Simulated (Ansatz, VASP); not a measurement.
**K2H5 in VASP and in Ansatz**

```
K H
1.0
     5.76980    0.00000    0.00000
    -2.88490    4.99680    0.00000
     0.00000    0.00000    7.07745
K H
2 5
Direct
  0.33333 0.66667 0.00000
  0.66667 0.33333 0.00000
  0.33333 0.66667 0.55434
  0.66667 0.33333 0.55434
  0.33333 0.66667 0.44566
  0.66667 0.33333 0.44566
  0.00000 0.00000 0.00000
```

Alike in both runs: functional PBE; k mesh 3 × 3 × 4; occupations gaussian, width 0.1 eV; no spin polarisation.

Ansatz relaxed the structure, and its values are those at the end. VASP's run is a single point on that final structure, the one shown.

|  | VASP | Ansatz |
| --- | --- | --- |
| version | VASP 6.6.1 | Ansatz 0.2.0 |
| potentials or method | VASP PAW PBE potentials, release 64 (K_sv, H), cutoff 500 eV | scalar-relativistic, plane waves, PAW |
| valence electrons in the cell | 23 | 23 |

```tsv
	VASP	Ansatz	Ansatz less VASP
gap on the k mesh at the Fermi level (eV)	none	none	-
pressure (GPa)	0.1	0.1	+0.07
rms of the force components (eV/Å)	0.015	0.013	-0.0017
```

A gap of «none» marks a metal or a gap that the smearing closes. The functional is the same, so the differences come from potentials, cutoffs and numerics.

The k mesh is coarse, so the values compare programs but aren't converged.
